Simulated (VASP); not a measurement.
# Mo (Im-3m) in VASP: further runs

The runs below take Mo through single point, relaxation of cell and atoms, with LDA.

Program: VASP 6.6.1. These are calculated values, not measurements. Logs are shortened: lines on timing, memory, paths and dates and some standing lists are left out, and cuts for length are marked.

## (1) The cell of the first run

The structure is cubic, space group Im-3m (No. 229). The conventional cell has a = 3.113 Å, b = 3.113 Å, c = 3.113 Å, α = 90.00°, β = 90.00°, γ = 90.00°. Within 3.6 Å of Mo (site symmetry m-3m) lie 14 Mo at 2.70 to 3.11 Å.

## (2) Single point, LDA

Input file INCAR:

```
ALGO = Normal ; EDIFF = 1E-6
ENCUT = 520 ; GGA = CA
ISIF = 2 ; ISMEAR = 0
LASPH = T ; LCHARG = T
LELF = T ; LREAL = F
LVHAR = T ; LWAVE = F
NBANDS = 13 ; NELM = 100
PREC = Accurate ; SIGMA = 0.1
```

Input file KPOINTS:

```
k-points
0
Gamma
  8 8 8
```

Input file POSCAR:

```
Mo
1.0
   -1.5563105660      1.5563105660      1.5563105660
    1.5563105660     -1.5563105660      1.5563105660
    1.5563105660      1.5563105660     -1.5563105660
Mo
1
Direct
    0.0000000000      0.0000000000      0.0000000000
```

Potentials or basis: VASP PAW LDA potentials, release 64 (Mo_sv).

On the command line:

```console
$ cat potpaw_LDA.64/Mo_sv/POTCAR > POTCAR
$ mpirun -np 1 vasp_std > vasp.out
```

OUTCAR:

```text
EDIFF = 1E-6
   ENCUT = 520
   GGA = CA
   ISIF = 2
   ISMEAR = 0
   LASPH = T
   LREAL = F
   NELM = 100
   PREC = Accurate

 ion  position               nearest neighbor table
   1  0.000  0.000  0.000-

  LATTYP: Found a body centered cubic cell.
 ALAT       =     3.1126211320

  Lattice vectors:

 A1 = (  -1.5563105660,   1.5563105660,   1.5563105660)
 A2 = (   1.5563105660,  -1.5563105660,   1.5563105660)
 A3 = (   1.5563105660,   1.5563105660,  -1.5563105660)

Analysis of symmetry for initial positions (statically):
=====================================================================
 Subroutine PRICEL returns:
 Original cell was already a primitive cell.

 Routine SETGRP: Setting up the symmetry group for a
 body centered cubic supercell.

 Subroutine GETGRP returns: Found 48 space group operations
 (whereof 48 operations were pure point group operations)
 out of a pool of 48 trial point group operations.

The static configuration has the point symmetry O_h .

Analysis of symmetry for dynamics (positions and initial velocities):
=====================================================================
 Subroutine PRICEL returns:
 Original cell was already a primitive cell.

 Routine SETGRP: Setting up the symmetry group for a
 body centered cubic supercell.

 Subroutine GETGRP returns: Found 48 space group operations
 (whereof 48 operations were pure point group operations)
 out of a pool of 48 trial point group operations.

The dynamic configuration has the point symmetry O_h .

 Subroutine INISYM returns: Found 48 space group operations
 (whereof 48 operations are pure point group operations),
 and found     1 'primitive' translations

----------------------------------------------------------------------------------------

                                     Primitive cell

  volume of cell :      15.0782

  direct lattice vectors                    reciprocal lattice vectors
    -1.556310566  1.556310566  1.556310566     0.000000000  0.321272637  0.321272637
     1.556310566 -1.556310566  1.556310566     0.321272637  0.000000000  0.321272637
     1.556310566  1.556310566 -1.556310566     0.321272637  0.321272637  0.000000000

  length of vectors
     2.695608973  2.695608973  2.695608973     0.454348121  0.454348121  0.454348121

  position of ions in fractional coordinates (direct lattice)
     0.000000000  0.000000000  0.000000000

  ion indices of the primitive-cell ions
   primitive index   ion index
                 1           1

----------------------------------------------------------------------------------------
[... 76 lines left out ...]
   ISIF   =      2    stress and relaxation
   ISYM   =      2    0-nonsym 1-usesym 2-fastsym
   POTIM  = 0.5000    time-step for ionic-motion
   TEBEG  =    0.0;   TEEND  =   0.0 temperature during run
   PSTRESS=    0.0 pullay stress
   NELECT =      14.0000    total number of electrons
   NUPDOWN=      -1.0000    fix difference up-down
   EMIN   =  10.00;   EMAX   =-10.00  energy-range for DOS
   EFERMI =   0.00;   METHOD = LEGACY
   ISMEAR =     0;   SIGMA  =   0.10  broadening in eV -4-tet -1-fermi 0-gaus
   EFERMI_NEDOS =   21; number of points for ismear=-14 and -15
   IALGO  =     38    algorithm
   IMIX   =      4    mixing-type and parameters
     AMIX     =   0.40;   BMIX     =  1.00
     AMIX_MAG =   1.60;   BMIX_MAG =  1.00
  volume/ion in A,a.u.               =      15.08       101.75
  Fermi-wavevector in a.u.,A,eV,Ry     =   1.597109  3.018099 34.705162  2.550757
  Thomas-Fermi vector in A             =   2.694767
   LORBIT       =      0    0 simple, 1 ext, 2 COOP (PROOUT), +10 PAW based schemes
   GGA     = CA    functional components
   LHFCALC =     F    Hartree Fock is set to
   AEXX    =    0.0000 exact exchange contribution
   IVDW    =     0    specifies the selected vdW correction
   LEPSILON=     F    determine dielectric tensor
   LRPA    =     F    only Hartree local field effects (RPA)
 non-spin polarized calculation
 Gauss-broadening in eV      SIGMA  =   0.10
  energy-cutoff  :      520.00
  volume of cell :       15.08
 maximum number of plane-waves:       420
   NGX =  9   NGY =  9   NGZ =  9

 number of electron      13.9999996 magnetization

 Free energy of the ion-electron system (eV)
  ---------------------------------------------------
  ext. energy  EPLUGINS =         0.00000000
  ---------------------------------------------------
  free energy    TOTEN  =       -12.10708980 eV

  energy without entropy =      -12.10152253  energy(sigma->0) =      -12.10430617

 E-fermi :  12.9528     XC(G=0): -13.8057

 val. band max:       12.8871558530   @ k =   0.3750   0.1250   0.0000
 cond. band min:      13.0696559254   @ k =  -0.1250   0.1250   0.1250
 fundamental gap:      0.1825000724
 Fermi energy:        12.9527765445

 k-point     1 :       0.0000    0.0000    0.0000
  band No.  band energies     occupation
      1     -47.8838      2.00000
      2     -21.2350      2.00000
      3     -21.2350      2.00000
      4     -21.2350      2.00000
      5       5.7172      2.00000
      6      11.6134      2.00000
      7      11.6134      2.00000
      8      11.6134      2.00000
      9      14.7509      0.00000
     10      14.7509      0.00000
     11      27.9334      0.00000
     12      27.9334      0.00000
     13      27.9334      0.00000
[... 354 lines left out ...]
  band No.  band energies     occupation
      1     -47.5015      2.00000
      2     -22.4171      2.00000
      3     -21.9627      2.00000
      4     -21.8205      2.00000
      5       8.9103      2.00000
      6       9.5420      2.00000
      7      12.3962      2.00000
      8      13.2708      0.00001
      9      16.1038      0.00000
     10      18.3124      0.00000
     11      27.3356      0.00000
     12      29.4276      0.00000
     13      30.3988      0.00000

 [... further k-points ...]
[... 5 lines left out ...]
  --------------------------------------------------------------------------------------
  -------------------------------------------------------------------------------------
  Total        0.1127512      0.1127512      0.1127512     -0.0000000     -0.0000000     -0.0000000
  in kB       11.9807247     11.9807247     11.9807247     -0.0000000     -0.0000000     -0.0000000
  external PRESSURE =      11.9807247 kB  Pullay stress =       0.0000000 kB

 VOLUME and BASIS-vectors are now :
 -----------------------------------------------------------------------------
  energy-cutoff  :      520.00
  volume of cell :       15.08
      direct lattice vectors                 reciprocal lattice vectors
    -1.556310566  1.556310566  1.556310566     0.000000000  0.321272637  0.321272637
     1.556310566 -1.556310566  1.556310566     0.321272637  0.000000000  0.321272637
     1.556310566  1.556310566 -1.556310566     0.321272637  0.321272637  0.000000000

 POSITION                                       TOTAL-FORCE (eV/Angst)
 -----------------------------------------------------------------------------------
      0.00000      0.00000      0.00000        -0.000000     -0.000000     -0.000000
 -----------------------------------------------------------------------------------
    total drift:                                0.000000      0.000000      0.000000

  FREE ENERGIE OF THE ION-ELECTRON SYSTEM (eV)
  ---------------------------------------------------
  free  energy   TOTEN  =       -12.1070898023 eV

  energy  without entropy=      -12.1015225309  energy(sigma->0) =      -12.10430617
```

OSZICAR:

```text
N       E                     dE             d eps       ncg     rms          rms(c)
DAV:   1     0.956387288789E+02    0.95639E+02   -0.79068E+03   754   0.111E+03
DAV:   2    -0.116875869543E+02   -0.10733E+03   -0.10375E+03   849   0.324E+02
DAV:   3    -0.128302911671E+02   -0.11427E+01   -0.11399E+01   854   0.345E+01
DAV:   4    -0.128330727559E+02   -0.27816E-02   -0.27815E-02   829   0.201E+00
DAV:   5    -0.128330933514E+02   -0.20596E-04   -0.20595E-04   854   0.152E-01    0.169E+01
DAV:   6    -0.122038458329E+02    0.62925E+00   -0.72016E-01   779   0.109E+01    0.441E+00
DAV:   7    -0.121132196120E+02    0.90626E-01   -0.13151E-01   819   0.430E+00    0.904E-01
DAV:   8    -0.121071844200E+02    0.60352E-02   -0.48504E-03   774   0.895E-01    0.189E-01
DAV:   9    -0.121070782289E+02    0.10619E-03   -0.16720E-04   868   0.161E-01    0.632E-02
DAV:  10    -0.121070897847E+02   -0.11556E-04   -0.71527E-06   769   0.289E-02    0.320E-03
DAV:  11    -0.121070898023E+02   -0.17588E-07   -0.15448E-07   457   0.485E-03
   1 F= -.12107090E+02 E0= -.12104306E+02  d E =-.556727E-02
```

stdout:

```text
POSCAR found type information on POSCAR Mo
 POSCAR found :  1 types and       1 ions
 scaLAPACK will be used
 LDA part: xc-table for (Slater(with rela. corr.)+CA(PZ))
 , standard interpolation
 POSCAR, INCAR and KPOINTS ok, starting setup
 FFT: planning ... GRIDC
 FFT: planning ... GRID_SOFT
 FFT: planning ... GRID
 WAVECAR not read
 entering main loop
```

It took 3.8 s on 1 thread of Intel Xeon Platinum 8488C (Sapphire Rapids), shared host; peak memory 0.12 GiB.

Results:

```yaml
Free_energy: -12.1071 eV
Pressure: 1.2 GPa
Band_gap_on_the_k_mesh: zero (band 7 reaches 17.28 eV, above the bottom of band 8 at 11.61 eV)
```

## (3) Single point, LDA

Input file INCAR:

```
PREC = Accurate
ENCUT = 520
EDIFF = 1E-7
ISMEAR = 0
SIGMA = 0.1
LREAL = F
LASPH = T
NELM = 100
ALGO = Normal
ISIF = 2
LWAVE = F
LCHARG = F
NBANDS = 13
```

Input file KPOINTS:

```
Automatic mesh
0
Gamma
  18 18 18
```

Input file POSCAR:

```
Mo
1.0
   -1.5556623026      1.5556623026      1.5556623026
    1.5556623026     -1.5556623026      1.5556623026
    1.5556623026      1.5556623026     -1.5556623026
Mo
1
Direct
    0.0000000000      0.0000000000      0.0000000000
```

Potentials or basis: VASP PAW LDA potentials, release 64 (Mo_sv).

On the command line:

```console
$ cat potpaw_LDA.64/Mo_sv/POTCAR > POTCAR
$ mpirun -np 1 vasp_std > vasp.out
```

Run time: 17 s. Hardware: 1 thread of Intel Xeon Platinum 8488C (Sapphire Rapids), shared host; peak memory 0.14 GiB.

It converged, with:

```yaml
Free_energy: -12.1302 eV
Pressure: 1.2 GPa
Band_gap_on_the_k_mesh: zero (band 7 reaches 17.30 eV, above the bottom of band 8 at 11.63 eV)
```

Levels at points of the mesh, in eV from the Fermi level:
| k point | band 5 | band 6 | band 7 | band 8 | band 9 | band 10 |
| --- | --- | --- | --- | --- | --- | --- |
| (0.00, 0.00, 0.00) | -7.38 | -1.48 | -1.48 | -1.48 | 1.66 | 1.66 |
| (0.50, 0.00, 0.00) | -5.60 | -3.63 | 1.72 | 1.80 | 2.37 | 5.01 |
| (0.50, 0.50, 0.50) | -5.79 | -5.79 | 4.19 | 4.19 | 4.19 | 9.31 |

## (4) Relaxation of cell and atoms, LDA

Input file INCAR:

```
SYSTEM = Mo
PREC = Accurate ; ENCUT = 600
EDIFF = 1E-6 ; ISMEAR = 0
SIGMA = 0.1 ; LREAL = .FALSE.
LASPH = .TRUE. ; NELM = 100
ALGO = Fast ; ISIF = 3
LWAVE = .FALSE. ; LCHARG = .FALSE.
IBRION = 2 ; NSW = 100
EDIFFG = -0.005
```

Input file KPOINTS:

```
regular mesh
0
G
  18 18 18
  0 0 0
```

Input file POSCAR:

```
Mo
1.0
   -1.5563105660      1.5563105660      1.5563105660
    1.5563105660     -1.5563105660      1.5563105660
    1.5563105660      1.5563105660     -1.5563105660
Mo
1
Direct
    0.0000000000      0.0000000000      0.0000000000
```

On the command line:

```console
$ cat potpaw_LDA.64/Mo_sv/POTCAR > POTCAR
$ mpirun -np 1 vasp_std > vasp.out
```

It took 49 s on 1 thread of Intel Xeon Platinum 8488C (Sapphire Rapids), shared host; peak memory 0.17 GiB.

It converged, with:

- Free energy: -12.1304 eV
- Relaxed volume: 15.13 Å³/atom
- Relaxed cell: a = 2.698 Å, b = 2.698 Å, c = 2.698 Å, α = 109.47°, β = 109.47°, γ = 109.47°
- Space group after relaxing (to 0.05 Å): Im-3m (No. 229)
- Energy gained by relaxing: 0.1 meV/atom
- Ionic steps: 4
- Pressure after relaxing: -0.1 GPa
- Band gap on the k mesh: zero (band 7 reaches 17.20 eV, above the bottom of band 8 at 11.56 eV)

The path:
```tsv
step	energy change (eV)	largest force (eV/Å)	pressure (GPa)	volume (Å³)
1	0.0000	0.0000	0.93	15.08
2	0.0012	0.0000	-2.86	15.27
3	-0.0001	0.0000	0.09	15.12
4	-0.0001	0.0000	-0.05	15.13
```

Final structure:
```xyz
1
Lattice="-1.5580 1.5580 1.5580 1.5580 -1.5580 1.5580 1.5580 1.5580 -1.5580" Properties=species:S:1:pos:R:3 pbc="T T T"
Mo    0.0000    0.0000    0.0000
```

Levels at points of the mesh, in eV from the Fermi level:
```csv
k point,band 3,band 4,band 5,band 6,band 7,band 8,band 9,band 10,band 11
"(0.00, 0.00, 0.00)",-34.34,-34.34,-7.36,-1.47,-1.47,-1.47,1.65,1.65,14.84
"(0.50, 0.00, 0.00)",-34.84,-34.35,-5.57,-3.61,1.71,1.78,2.36,4.98,12.00
"(0.50, 0.50, 0.50)",-35.42,-35.42,-5.75,-5.75,4.17,4.17,4.17,9.28,9.28
```

## (5) Summary

```csv
task,cell,k mesh,cutoff (eV),gap on the mesh (eV),pressure (GPa)
single point,as given,8 × 8 × 8,520,none,1.2
single point,as given,18 × 18 × 18,520,none,1.2
relaxation of cell and atoms,relaxed,18 × 18 × 18,600,none,-0.1
```

Alike in all rows: level LDA; potentials or basis VASP PAW LDA potentials, release 64 (Mo_sv); no spin polarisation; smearing gaussian 0.1 eV.

Total energies depend on the potentials used, so only differences within one code and one set of settings carry meaning.
